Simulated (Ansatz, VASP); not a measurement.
# TiN: VASP beside Ansatz

```
Ti N
1.0
     0.00000    2.09293    2.09293
     2.09293    0.00000    2.09293
     2.09293    2.09293    0.00000
Ti N
1 1
Direct
  0.00000 0.00000 0.00000
  0.50000 0.50000 0.50000
```

Alike in both runs: functional revPBE; dispersion D3(BJ); k mesh 11 × 11 × 11; occupations gaussian, width 0.1 eV; no spin polarisation.

Ansatz relaxed the structure, and its values are those at the end. VASP's run is a single point on that final structure, the one shown.

|  | VASP | Ansatz |
| --- | --- | --- |
| version | VASP 6.6.1 | Ansatz 0.2.0 |
| potentials or method | VASP PAW PBE potentials, release 64 (Ti_sv, N) | plane waves, PAW |
| plane-wave cutoff (eV) | 600 | 420 |
| valence electrons in the cell | 17 | 17 |

```csv
,VASP,Ansatz,Ansatz less VASP
pressure (GPa),0.4,0.0,-0.41
```

VASP's potentials were made for PBE, not for revPBE. Ansatz's warnings: stress scf threshold loose.
